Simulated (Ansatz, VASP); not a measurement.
**One calculation of CsSnI3, two programs**

```xyz
5
Lattice="6.0542 0.0000 0.0000 0.0000 6.0542 0.0000 0.0000 0.0000 6.0542" Properties=species:S:1:pos:R:3 pbc="T T T"
Cs    0.0000    0.0000    0.0000
Sn    3.0271    3.0271    3.0271
I     3.0271    3.0271    0.0000
I     3.0271    0.0000    3.0271
I     0.0000    3.0271    3.0271
```

Change from the starting cell: hydrostatic strain -3.0%.

Alike in both runs: task single point; functional r2SCAN; k mesh 4 × 4 × 4; occupations fermi-dirac, width 0.02 eV; no spin polarisation.

|  | VASP | Ansatz |
| --- | --- | --- |
| version | VASP 6.6.1 | Ansatz 0.2.0 |
| potentials or method | VASP PAW PBE potentials, release 64 (Cs_sv, Sn_d, I) | plane waves, PAW |
| plane-wave cutoff (eV) | 520 | 500 |
| valence electrons in the cell | 44 | 74 |

```csv
,VASP,Ansatz,Ansatz less VASP
pressure (GPa),1.9,1.9,0.00
```

VASP's potentials were made for PBE, not for r2SCAN. VASP's potentials hold 44 valence electrons a cell and Ansatz's 74, so a difference there can come from the potentials and not from the codes.

Neither program's run includes spin-orbit coupling.
